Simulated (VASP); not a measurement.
Set up this calculation in VASP 6.6.1, as the native input.

```yaml
Task: single point
Functional: PBEsol
Potentials_or_basis: VASP PAW PBE potentials, release 64 (C)
Cutoff: 600 eV
k_mesh: 9 × 9 × 9
Occupations: gaussian, width 0.02 eV
Spin: no spin polarisation
Dipole_correction: no
Further_INCAR_settings: ALGO = Normal; EDIFF = 1e-06; NBANDS = 11
```

The structure of C lies in POSCAR:

```
C
1.0
   -0.0131329370      1.7814679574      1.7814679574
    1.7814679574     -0.0131329370      1.7814679574
    1.7814679574      1.7814679574     -0.0131329370
C
2
Direct
   -0.0000873341     -0.0000873341     -0.0000873341
    0.2500873341      0.2500873341      0.2500873341
```

This cell differs from its parent crystal: strained cell.

One way to write it, as run:

INCAR

```
ALGO     = Normal         # electronic algorithm
EDIFF    = 1E-6           # SCF threshold, eV
ENCUT    = 600            # plane-wave cutoff, eV
GGA      = PS             # functional
GGA_COMPAT= False        
ISIF     = 2              # what is computed and relaxed
ISMEAR   = 0              # smearing method
LASPH    = True           # aspherical terms in the spheres
LCHARG   = False          # write CHGCAR
LREAL    = False          # projectors in reciprocal space
LWAVE    = False          # write WAVECAR
NBANDS   = 11             # bands
NELM     = 120            # most SCF steps
PREC     = Accurate       # precision mode
SIGMA    = 0.02           # smearing width, eV
```

KPOINTS

```
k-points
0
Gamma
  9 9 9
```

Potentials or basis: VASP PAW PBE potentials, release 64 (C).

The run is started by

```sh
$ cat potpaw_PBE.64/C/POTCAR > POTCAR
$ mpirun -np 1 vasp_std > vasp.out
```

Results of the run:

| Quantity | Value |
| --- | --- |
| Pressure | -7.7 GPa |
| Largest force | 0.006 eV/Å |
| Band gap on the k mesh | 4.00 eV (least direct gap 5.40 eV) |

Caveat: the cell differs from its parent crystal (strained cell); the cell stands under tension; the PAW data sets were made with another functional, which shifts forces and pressure a little; an odd mesh through Γ misses points on the zone boundary, where band edges can lie.

Wall time 6.2 s on 1 thread of Intel(R) Xeon(R) Platinum 8375C CPU @ 2.90GHz (Ice Lake), on a shared host, peak memory 0.12 GiB.
